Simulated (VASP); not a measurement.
# CdS (P6_3mc) in VASP: G0W0 quasiparticle levels with PBE

Aim: the G0W0 quasiparticle levels of CdS with PBE.

All numbers are computed with VASP 6.6.1; they aren't measurements. Logs are shortened: lines on timing, memory, paths and dates and some standing lists are left out, and cuts for length are marked.

**1. The cell of the first run**

The structure is hexagonal, space group P6_3mc (No. 186). The conventional cell has a = 4.197 Å, b = 4.197 Å, c = 6.829 Å, α = 90.00°, β = 90.00°, γ = 120.00°. Within 3.4 Å of Cd (site symmetry 3m) lie 4 S at 2.57 Å. S (site symmetry 3m) has 4 Cd at 2.57 Å within 3.4 Å.

**2. G0W0 quasiparticle levels, PBE**

Input file POSCAR:

```
CdS
1.0
    4.1965609777      0.0000000000      0.0000000000
   -2.0982804889      3.6343284152      0.0000000000
    0.0000000000      0.0000000000      6.8288414437
Cd S
2 2
Direct
    0.3333333333      0.6666666667     -0.0007921946
    0.6666666667      0.3333333333      0.4992078054
    0.3333333333      0.6666666667      0.3757921946
    0.6666666667      0.3333333333      0.8757921946
```

Input file INCAR.step1:

```
PREC = Accurate
ENCUT = 500
EDIFF = 1E-8
ISMEAR = 0
SIGMA = 0.01
LREAL = False
LASPH = True
NELM = 100
ALGO = Normal
LWAVE = True
LCHARG = False
GGA = PE
```

Input file INCAR.step2:

```
PREC = Accurate
ENCUT = 500
EDIFF = 1E-8
ISMEAR = 0
SIGMA = 0.01
LREAL = False
LASPH = True
NELM = 1
ALGO = Exact
LWAVE = True
LCHARG = False
GGA = PE
NBANDS = 187
LOPTICS = True
ISTART = 1
```

Input file INCAR.step3:

```
PREC = Accurate
ENCUT = 500
EDIFF = 1E-8
ISMEAR = 0
SIGMA = 0.01
LREAL = False
LASPH = True
ALGO = EVGW0
LWAVE = False
LCHARG = False
GGA = PE
NELMGW = 1
NBANDS = 187
ENCUTGW = 80.0
NOMEGA = 48
PRECFOCK = Fast
ISTART = 1
NBANDSGW = 26
```

Input file KPOINTS:

```
Automatic mesh
0
Gamma
  3 3 2
```

Potentials or basis: VASP PAW PBE potentials, release 64 (Cd_GW, S_GW).

Started as:

```bash
$ cat potpaw_PBE.64/Cd_GW/POTCAR potpaw_PBE.64/S_GW/POTCAR > POTCAR
$ cp INCAR.step1 INCAR
$ mpirun -np 1 vasp_std > vasp.out
$ cp INCAR.step2 INCAR
$ mpirun -np 1 vasp_std > vasp.out
$ cp INCAR.step3 INCAR
$ mpirun -np 1 vasp_std > vasp.out
```

OUTCAR:

```text
PREC = Accurate
   ENCUT = 500
   EDIFF = 1E-8
   ISMEAR = 0
   LREAL = False
   LASPH = True
   GGA = PE
   NELMGW = 1
   ENCUTGW = 80.0
   PRECFOCK = Fast
   ISTART = 1

 ion  position               nearest neighbor table
   1  0.333  0.667  0.999-   4 2.57   4 2.57   4 2.57   3 2.57
   2  0.667  0.333  0.499-   3 2.57   3 2.57   3 2.57   4 2.57
   3  0.333  0.667  0.376-   2 2.57   2 2.57   2 2.57   1 2.57
   4  0.667  0.333  0.876-   1 2.57   1 2.57   1 2.57   2 2.57

  LATTYP: Found a hexagonal cell.
 ALAT       =     4.1965609777
 C/A-ratio  =     1.6272470435

  Lattice vectors:

 A1 = (   4.1965609777,   0.0000000000,   0.0000000000)
 A2 = (  -2.0982804889,   3.6343284152,   0.0000000000)
 A3 = (   0.0000000000,   0.0000000000,   6.8288414437)

Analysis of symmetry for initial positions (statically):
=====================================================================
 Subroutine PRICEL returns:
 Original cell was already a primitive cell.

 Routine SETGRP: Setting up the symmetry group for a
 hexagonal supercell.

 Subroutine GETGRP returns: Found 12 space group operations
 (whereof  6 operations were pure point group operations)
 out of a pool of 24 trial point group operations.

The static configuration has the point symmetry C_3v.
 The point group associated with its full space group is C_6v.

Analysis of symmetry for dynamics (positions and initial velocities):
=====================================================================
 Subroutine PRICEL returns:
 Original cell was already a primitive cell.

 Routine SETGRP: Setting up the symmetry group for a
 hexagonal supercell.

 Subroutine GETGRP returns: Found 12 space group operations
 (whereof  6 operations were pure point group operations)
 out of a pool of 24 trial point group operations.

The dynamic configuration has the point symmetry C_3v.
 The point group associated with its full space group is C_6v.

 Subroutine INISYM returns: Found 12 space group operations
 (whereof  6 operations are pure point group operations),
 and found     1 'primitive' translations

----------------------------------------------------------------------------------------

                                     Primitive cell

  volume of cell :     104.1513

  direct lattice vectors                    reciprocal lattice vectors
     4.196560978  0.000000000  0.000000000     0.238290354  0.137577000  0.000000000
    -2.098280489  3.634328415  0.000000000     0.000000000  0.275154000  0.000000000
     0.000000000  0.000000000  6.828841444     0.000000000  0.000000000  0.146437724

  length of vectors
     4.196560978  4.196560978  6.828841444     0.275154000  0.275154000  0.146437724

  position of ions in fractional coordinates (direct lattice)
     0.333333333  0.666666667  0.999207805
     0.666666667  0.333333333  0.499207805
     0.333333333  0.666666667  0.375792195
     0.666666667  0.333333333  0.875792195

  ion indices of the primitive-cell ions
   primitive index   ion index
                 1           1
                 2           2
                 3           3
                 4           4

----------------------------------------------------------------------------------------

 KPOINTS: Automatic mesh

Automatic generation of k-mesh.
 Grid dimensions read from file:
 generate k-points for:    3    3    2

 Generating k-lattice:

  Cartesian coordinates                     Fractional coordinates (reciprocal lattice)
     0.079430118  0.045859000  0.000000000     0.333333333  0.000000000  0.000000000
     0.000000000  0.091718000  0.000000000     0.000000000  0.333333333  0.000000000
     0.000000000  0.000000000  0.073218862     0.000000000  0.000000000  0.500000000

  Length of vectors
     0.091718000  0.091718000  0.073218862

  Shift w.r.t. Gamma in fractional coordinates (k-lattice)
     0.000000000  0.000000000  0.000000000

 Subroutine IBZKPT returns following result:
 ===========================================

 Found      6 irreducible k-points:

 Following reciprocal coordinates:
            Coordinates               Weight
  0.000000  0.000000  0.000000      1.000000
  0.333333  0.000000  0.000000      6.000000
  0.333333  0.333333  0.000000      2.000000
  0.000000  0.000000  0.500000      1.000000
  0.333333  0.000000  0.500000      6.000000
  0.333333  0.333333  0.500000      2.000000
   k-points           NKPTS =      6   k-points in BZ     NKDIM =     18   number of bands    NBANDS=    187
   number of dos      NEDOS =    301   number of ions     NIONS =      4
   total plane-waves  NPLWV =  51200
   dimension x,y,z NGX =    32 NGY =   32 NGZ =   50
   dimension x,y,z NGXF=    64 NGYF=   64 NGZF=  100
   ions per type =               2   2
   NGX,Y,Z   is equivalent  to a cutoff of  12.68, 12.68, 12.17 a.u.
   NGXF,Y,Z  is equivalent  to a cutoff of  25.35, 25.35, 24.34 a.u.
 SYSTEM =  unknown system
   PREC   = accura    normal or accurate (medium, high low for compatibility)
   ISTART =      1    job   : 0-new  1-cont  2-samecut
   ICHARG =      0    charge: 1-file 2-atom 10-const
   ISPIN  =      1    spin polarized calculation?
   LNONCOLLINEAR =      F non collinear calculations
   LSORBIT =      F    spin-orbit coupling
   LASPH  =      T    aspherical Exc in radial PAW
   ENCUT  =  500.0 eV  36.75 Ry    6.06 a.u.   7.65  7.65 12.45*2*pi/ulx,y,z
   NELM   =     60;   NELMIN=  2; NELMDL=  0     # of ELM steps
   EDIFF  = 0.1E-07   stopping-criterion for ELM
   LREAL  =      F    real-space projection
   EDIFFG = 0.1E-06   stopping-criterion for IOM
   NSW    =      0    number of steps for IOM
   IBRION =     -1    ionic relax: 0-MD 1-quasi-New 2-CG
   NFREE  =      0    steps in history (QN), initial steepest desc. (CG)
   ISIF   =      0    stress and relaxation
   ISYM   =      3    0-nonsym 1-usesym 2-fastsym
   POTIM  = 0.5000    time-step for ionic-motion
   TEBEG  =    0.0;   TEEND  =   0.0 temperature during run
   PSTRESS=    0.0 pullay stress
   NELECT =      36.0000    total number of electrons
   NUPDOWN=      -1.0000    fix difference up-down
   EMIN   =  10.00;   EMAX   =-10.00  energy-range for DOS
   EFERMI =   0.00;   METHOD = LEGACY
   ISMEAR =     0;   SIGMA  =   0.01  broadening in eV -4-tet -1-fermi 0-gaus
   EFERMI_NEDOS =   21; number of points for ismear=-14 and -15
   IALGO  =     38    algorithm
   IMIX   =      4    mixing-type and parameters
     AMIX     =   0.40;   BMIX     =  1.00
     AMIX_MAG =   1.60;   BMIX_MAG =  1.00
  volume/ion in A,a.u.               =      26.04       175.71
  Fermi-wavevector in a.u.,A,eV,Ry     =   1.148914  2.171132 17.959728  1.320003
  Thomas-Fermi vector in A             =   2.285586
   LORBIT       =      0    0 simple, 1 ext, 2 COOP (PROOUT), +10 PAW based schemes
   GGA     = PE    functional components
   LHFCALC =     T    Hartree Fock is set to
   PRECFOCK=fast      Normal, Fast or Accurate (Low or Medium for compatibility)
   ENCUT4O =  -1.0   cutoff for four orbital integrals eV
   NKREDX  =     1    reduce k-point grid by
   NKREDY  =     1    reduce k-point grid by
   NKREDZ  =     1    reduce k-point grid by
   AEXX    =    1.0000 exact exchange contribution
   HFSCREEN=    0.0000 screening length (either q_TF or 0.3 A-1)
   HFSCREENC=   0.0000 screening length for correlation (either q_TF or 0.3 A-1)
   ENCUTFOCK=  -1.0 apply spherical cutoff to Coloumb kernel
   IVDW    =     0    specifies the selected vdW correction
   LEPSILON=     F    determine dielectric tensor
   LRPA    =     F    only Hartree local field effects (RPA)
   LRPAFORCE           =     F    calculate RPA forces
   ENCUTGW             =  80.0    cutoff for response function in eV
   ENCUTGWSOFT         =  64.0    soft cutoff for Coulomb kernel in GW response function in eV
   ENCUTLF             =  -1.0    cutoff for local field effects
   NELMGW              =     1    number of iterations in solving QP/BSE equation
   NELMHF              =     1    number of iterations in the inner HF iteration
   NKREDLFX            =     1    NKREDLFY  =   1   NKREDLFZ  =   1
 non-spin polarized calculation
 Gauss-broadening in eV      SIGMA  =   0.01
  energy-cutoff  :      500.00
  volume of cell :      104.15
 maximum number of plane-waves:      2647
 NGX is ok and might be reduce to    30
  NGX = 18; NGY = 18; NGZ = 30
   NGX = 15   NGY = 15   NGZ = 25
 maximum number of plane-waves:       183
 NGX is ok and might be reduce to    14

 QP shifts <psi_nk| G(iteration)W_0 |psi_nk>: iteration 1
 for sc-GW calculations column KS-energies equals QP-energies in previous step
 and V_xc(KS)=  KS-energies - (<T + V_ion + V_H > + <T+V_H+V_ion>^1  + <V_x>^1)

 k-point   1 :       0.0000    0.0000    0.0000
  band No.  KS-energies  QP-energies   sigma(KS)   V_xc(KS)     V^pw_x(r,r')   Z            occupation Imag(sigma)

      1      -9.8560      -9.9957     -13.2150     -12.9873     -20.8508       0.6137       2.0000       1.1091
      2      -9.4655      -9.6450     -13.8317     -13.5428     -21.3254       0.6213       2.0000       1.0287
      3      -5.3610      -7.0513     -17.6768     -15.2024     -22.9667       0.6831       2.0000       0.5247
      4      -5.3528      -7.0415     -17.6827     -15.2107     -22.9858       0.6831       2.0000       0.5237
      5      -5.3528      -7.0415     -17.6827     -15.2107     -22.9858       0.6831       2.0000       0.5237
      6      -5.2788      -6.9883     -17.7623     -15.2692     -23.0399       0.6857       2.0000       0.5203
[... 18 lines left out ...]
     25       9.7239      10.1620      -9.2807      -9.8807      -4.7116       0.7301       0.0000      -0.1281
     26       9.7496       9.9974      -9.4737      -9.8216      -4.7533       0.7122       0.0000      -0.1805

 k-point   2 :       0.3333    0.0000    0.0000
  band No.  KS-energies  QP-energies   sigma(KS)   V_xc(KS)     V^pw_x(r,r')   Z            occupation Imag(sigma)

      1      -9.5840      -9.7552     -13.6324     -13.3566     -21.1630       0.6208       2.0000       1.0595
      2      -9.3663      -9.5684     -14.0155     -13.6918     -21.4670       0.6240       2.0000       1.0127
      3      -5.2846      -6.9870     -17.7237     -15.2399     -22.9945       0.6854       2.0000       0.5230
      4      -5.2695      -6.9800     -17.7703     -15.2771     -23.0490       0.6860       2.0000       0.5212
      5      -5.1564      -6.8805     -17.7663     -15.2617     -22.9959       0.6884       2.0000       0.5163
      6      -5.1368      -6.8793     -17.9659     -15.4411     -23.2324       0.6902       2.0000       0.5226
[... 18 lines left out ...]
     25      10.4860      10.6634      -8.5585      -8.7990      -4.1403       0.7375       0.0000      -0.1502
     26      10.8624      11.3132      -9.6490     -10.2768      -4.7060       0.7180       0.0000      -0.1951

 k-point   3 :       0.3333    0.3333    0.0000
  band No.  KS-energies  QP-energies   sigma(KS)   V_xc(KS)     V^pw_x(r,r')   Z            occupation Imag(sigma)

      1      -9.3841      -9.5885     -13.9915     -13.6634     -21.4442       0.6229       2.0000       1.0215
      2      -9.3841      -9.5885     -13.9915     -13.6634     -21.4442       0.6229       2.0000       1.0215
      3      -5.2951      -7.0078     -17.6528     -15.1570     -22.9023       0.6863       2.0000       0.5180
      4      -5.1435      -6.8777     -17.9388     -15.4221     -23.2014       0.6891       2.0000       0.5229
      5      -5.1435      -6.8777     -17.9388     -15.4221     -23.2014       0.6891       2.0000       0.5229
      6      -5.0876      -6.8587     -18.0527     -15.4917     -23.2995       0.6915       2.0000       0.5207
[... 18 lines left out ...]
     25      10.6995      11.0458      -8.9912      -9.4667      -3.9987       0.7281       0.0000      -0.2129
     26      10.6995      11.0458      -8.9912      -9.4667      -3.9987       0.7281       0.0000      -0.2129

 k-point   4 :       0.0000    0.0000    0.5000
  band No.  KS-energies  QP-energies   sigma(KS)   V_xc(KS)     V^pw_x(r,r')   Z            occupation Imag(sigma)

      1      -9.6572      -9.8152     -13.5026     -13.2467     -21.0606       0.6176       2.0000       1.0754
      2      -9.6572      -9.8152     -13.5026     -13.2467     -21.0606       0.6176       2.0000       1.0754
      3      -5.3216      -7.0205     -17.7101     -15.2274     -22.9991       0.6843       2.0000       0.5219
      4      -5.3216      -7.0205     -17.7101     -15.2274     -22.9991       0.6843       2.0000       0.5219
      5      -5.3216      -7.0205     -17.7101     -15.2274     -22.9991       0.6843       2.0000       0.5219
      6      -5.3216      -7.0205     -17.7101     -15.2274     -22.9991       0.6843       2.0000       0.5219
[... 18 lines left out ...]
     25       9.0074       9.3850      -9.0551      -9.5677      -4.6833       0.7368       0.0000      -0.1061
     26       9.0074       9.3850      -9.0551      -9.5677      -4.6833       0.7368       0.0000      -0.1061

 k-point   5 :       0.3333    0.0000    0.5000
  band No.  KS-energies  QP-energies   sigma(KS)   V_xc(KS)     V^pw_x(r,r')   Z            occupation Imag(sigma)

      1      -9.4672      -9.6487     -13.8200     -13.5269     -21.3114       0.6194       2.0000       1.0338
      2      -9.4672      -9.6487     -13.8200     -13.5269     -21.3114       0.6194       2.0000       1.0338
      3      -5.2431      -6.9585     -17.7062     -15.2089     -22.9561       0.6869       2.0000       0.5210
      4      -5.2431      -6.9585     -17.7062     -15.2089     -22.9561       0.6869       2.0000       0.5210
      5      -5.2018      -6.9254     -17.8641     -15.3570     -23.1380       0.6875       2.0000       0.5222
      6      -5.2018      -6.9254     -17.8641     -15.3570     -23.1380       0.6875       2.0000       0.5222
[... 18 lines left out ...]
     25      10.2675      10.6879      -9.3611      -9.9416      -4.6918       0.7240       0.0000      -0.1493
     26      10.2675      10.6879      -9.3611      -9.9416      -4.6918       0.7240       0.0000      -0.1493

 k-point   6 :       0.3333    0.3333    0.5000
  band No.  KS-energies  QP-energies   sigma(KS)   V_xc(KS)     V^pw_x(r,r')   Z            occupation Imag(sigma)

      1      -9.3747      -9.5725     -13.9929     -13.6755     -21.4523       0.6231       2.0000       1.0182
      2      -9.3747      -9.5725     -13.9929     -13.6755     -21.4523       0.6231       2.0000       1.0182
      3      -5.1917      -6.9183     -17.8166     -15.3048     -23.0700       0.6874       2.0000       0.5214
      4      -5.1917      -6.9183     -17.8166     -15.3048     -23.0700       0.6874       2.0000       0.5214
      5      -5.1773      -6.9167     -17.8572     -15.3350     -23.1087       0.6896       2.0000       0.5208
      6      -5.1773      -6.9167     -17.8572     -15.3350     -23.1087       0.6896       2.0000       0.5208
[... 18 lines left out ...]
     25      11.4746      11.6821      -8.5338      -8.8161      -3.9932       0.7351       0.0000      -0.1729
     26      11.4746      11.6821      -8.5338      -8.8161      -3.9932       0.7351       0.0000      -0.1729
```

It took 11 min on 1 thread of Intel Xeon 6975P-C (Granite Rapids), shared host; peak memory 1.3 GiB.

What came out:

* Quasiparticle gap: 1.73 eV
* Least direct quasiparticle gap: 1.73 eV
* Band gap of the starting levels on the mesh: 1.09 eV
* Least direct gap of the starting levels on the mesh: 1.09 eV

Caveat: the k points lie up to 0.58 Å⁻¹ apart; bands, screening cutoff and mesh are small and nothing is extrapolated, so the quasiparticle values aren't converged.
